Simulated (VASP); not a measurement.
Set up this calculation in VASP 6.6.1, as the native input.

```yaml
Task: density of states
Functional: PBE
Potentials_or_basis: VASP PAW PBE potentials, release 64 (Cu, O)
Cutoff: 520 eV
k_mesh: 9 × 9 × 5
Occupations: fermi-dirac, width 0.05 eV
Spin: no spin polarisation
Hubbard_terms: Cu d U = 1.0 eV
Dipole_correction: no
k_mesh_for_the_DOS: 14 × 14 × 8
Occupations_for_the_DOS: tetrahedron
Further_INCAR_settings: ALGO = Normal; EDIFF = 1e-07
```

Crystal: CuO.

```
CELL_PARAMETERS angstrom
1.99097 -2.15355 0.00000
1.99097 2.15355 0.00000
0.00000 0.00000 5.15593
ATOMIC_POSITIONS crystal
Cu 0.50000 0.00000 0.00000
Cu 0.00000 0.50000 0.50000
O 0.50000 0.50000 0.25000
O 0.50000 0.50000 0.75000
```

One way to write it, as run:

POSCAR

```
CuO
1.0
    1.9909680000     -2.1535500000      0.0000000000
    1.9909680000      2.1535500000      0.0000000000
    0.0000000000      0.0000000000      5.1559280000
Cu O
2 2
Direct
    0.5000000000      0.0000000000      0.0000000000
    0.0000000000      0.5000000000      0.5000000000
    0.5000000000      0.5000000000      0.2500000000
    0.5000000000      0.5000000000      0.7500000000
```

INCAR.step1

```
SYSTEM = CuO
ALGO = Normal ; EDIFF = 1E-7
ENCUT = 520 ; GGA = PE
ISIF = 2 ; ISMEAR = -1
LASPH = .TRUE. ; LCHARG = .TRUE.
LDAU = .TRUE. ; LDAUJ = 0 0
LDAUL = 2 -1 ; LDAUPRINT = 1
LDAUTYPE = 2 ; LDAUU = 1 0
LMAXMIX = 4 ; LREAL = .FALSE.
LWAVE = .FALSE. ; NBANDS = 25
NELM = 150 ; PREC = Accurate
SIGMA = 0.05
```

KPOINTS.step1

```
k-points
0
G
  9 9 5
  0 0 0
```

INCAR.step2

```
SYSTEM = CuO
ALGO = Normal ; EDIFF = 1E-7
ENCUT = 520 ; GGA = PE
ICHARG = 11 ; ISIF = 2
ISMEAR = -5 ; LASPH = .TRUE.
LCHARG = .FALSE. ; LDAU = .TRUE.
LDAUJ = 0 0 ; LDAUL = 2 -1
LDAUPRINT = 1 ; LDAUTYPE = 2
LDAUU = 1 0 ; LMAXMIX = 4
LORBIT = 11 ; LREAL = .FALSE.
LWAVE = .FALSE. ; NEDOS = 2001
NELM = 150 ; PREC = Accurate
SIGMA = 0.05
```

KPOINTS.step2

```
k-points
0
G
  14 14 8
  0 0 0
```

Potentials or basis: VASP PAW PBE potentials, release 64 (Cu, O).

Launch:

```bash
$ cat potpaw_PBE.64/Cu/POTCAR potpaw_PBE.64/O/POTCAR > POTCAR
$ cp INCAR.step1 INCAR
$ cp KPOINTS.step1 KPOINTS
$ mpirun -np 1 vasp_std > vasp.out
$ cp INCAR.step2 INCAR
$ cp KPOINTS.step2 KPOINTS
$ mpirun -np 1 vasp_std > vasp.out
```

It gave:

- Valence electrons inside the program's atomic spheres: Cu 9.92; O 4.95

Caveat: U without spin polarisation on a metal has little footing.

It took 95 s on 1 thread of Intel(R) Xeon(R) Platinum 8559C (Emerald Rapids), on a shared host, peak memory 0.33 GiB.
